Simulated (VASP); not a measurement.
A run of VASP 6.6.1 is set up as follows.

The input INCAR:

```
SYSTEM = B3C
PREC     = Accurate       ! precision mode
ENCUT    = 600            ! plane-wave cutoff, eV
EDIFF    = 1E-6           ! SCF threshold, eV
ISMEAR   = 0              ! smearing method
SIGMA    = 0.2            ! smearing width, eV
LREAL    = .False.        ! projectors in reciprocal space
LASPH    = .True.         ! aspherical terms in the spheres
NELM     = 120            ! most SCF steps
ALGO     = Normal         ! electronic algorithm
ISIF     = 2              ! what is computed and relaxed
LWAVE    = .False.        ! write WAVECAR
LCHARG   = .False.        ! write CHGCAR
GGA      = PE             ! functional
NBANDS   = 23             ! bands
GGA_COMPAT= .False.
```

The input KPOINTS:

```
Automatic mesh
0
Gamma
  4 4 5
  0 0 0
```

POSCAR

```
B3C
1.0
    5.7530831190      0.0000000000      0.0000000000
   -2.8765415595      4.9823161312      0.0000000000
    0.0000000000      0.0000000000      2.0847441003
B C
6 2
Direct
    0.6549354900      0.8274677450      0.0000000000
    0.1725322550      0.3450645100      0.0000000000
    0.1725322550      0.8274677450      0.0000000000
    0.8274677450      0.6549354900      0.0000000000
    0.8274677450      0.1725322550      0.0000000000
    0.3450645100      0.1725322550      0.0000000000
    0.3333333333      0.6666666667      0.0000000000
    0.6666666667      0.3333333333      0.0000000000
```

Potentials or basis: VASP PAW PBE potentials, release 64 (B, C).

The run is started by

```bash
$ cat potpaw_PBE.64/B/POTCAR potpaw_PBE.64/C/POTCAR > POTCAR
$ mpirun -np 1 vasp_std > vasp.out
```

Task: Predict the band gap on the k mesh.

Result: Zero (band 13 reaches 11.55 eV, above the bottom of band 14 at 4.94 eV).

Task: Predict the pressure.

Result: -0.1 GPa.

Task: What does it give for the largest force?

Result: 0.008 eV/Å.

Forces in eV/Å, atoms in the order of the input:
```
B    0.007  0.004  0.000
B    0.000 -0.008  0.000
B   -0.007  0.004  0.000
B    0.000  0.008  0.000
B    0.007 -0.004  0.000
B   -0.007 -0.004  0.000
C    0.000  0.000  0.000
C    0.000  0.000  0.000
```

Caveat: the k points lie up to 0.60 Å⁻¹ apart.
